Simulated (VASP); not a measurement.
Input of a VASP 6.6.1 run:

The input INCAR:

```
SYSTEM = Ti
PREC = Accurate
ENCUT = 520
EDIFF = 1E-6
ISMEAR = 0
SIGMA = 0.15
LREAL = .FALSE.
LASPH = .TRUE.
NELM = 60
ALGO = Fast
ISIF = 2
LWAVE = .FALSE.
LCHARG = .FALSE.
GGA = PS
NBANDS = 19
```

KPOINTS

```
Automatic mesh
0
G
  18 18 10
  0 0 0
```

File POSCAR:

```
Ti
1.0
    2.9942478283      0.0000000000      0.0000000000
   -1.4971239141      2.5930946845      0.0000000000
    0.0000000000      0.0000000000      4.8265800000
Ti
2
Direct
    0.3333333333      0.6666666667      0.2500000000
    0.6666666667      0.3333333333      0.7500000000
```

Potentials or basis: VASP PAW PBE potentials, release 64 (Ti_sv).

Command:

```sh
$ cat potpaw_PBE.64/Ti_sv/POTCAR > POTCAR
$ mpirun -np 1 vasp_std > vasp.out
```

Q: What does it give for the pressure?

A: -11.3 GPa.

Q: What does it give for the band gap on the k mesh?

A: Zero (bands 12 and 13 overlap by 1.06 eV).

Stress tensor (GPa, compression positive):
```
-10.66   0.00   0.00
  0.00 -10.66   0.00
  0.00   0.00 -12.57
```

Caveat: the cell differs from its parent crystal (strain +0.015 along x and y, +0.030 along z); the cell stands under tension; the PAW data sets were made with another functional, which shifts forces and pressure a little.
